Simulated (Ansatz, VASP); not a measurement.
## AlCu in VASP and in Ansatz

```xyz
2
Lattice="2.9279 0.0000 0.0000 0.0000 2.9279 0.0000 0.0000 0.0000 2.9279" Properties=species:S:1:pos:R:3 pbc="T T T"
Al    0.0000    0.0000    0.0000
Cu    1.4640    1.4640    1.4640
```

Alike in both runs: functional LDA; k mesh 7 × 7 × 7; no spin polarisation.

Ansatz relaxed the structure, and its values are those at the end. VASP's run is a single point on that final structure, the one shown.

|  | VASP | Ansatz |
| --- | --- | --- |
| version | VASP 6.6.1 | Ansatz 0.2.0 |
| potentials or method | VASP PAW LDA potentials, release 64 (Al, Cu_sv_GW), cutoff 700 eV | plane waves, PAW |
| occupations | gaussian, width 0.1 eV | gaussian |
| valence electrons in the cell | 22 | 22 |

Ansatz gave:

| Item | Value |
| --- | --- |
| pressure (GPa) | 0.0 |

Problem. What did VASP give for the same quantities?

Solution. Pressure (GPa): -1.8.

LDA's correlation is that of Perdew and Zunger in VASP and of Perdew and Wang (1992) in Ansatz.
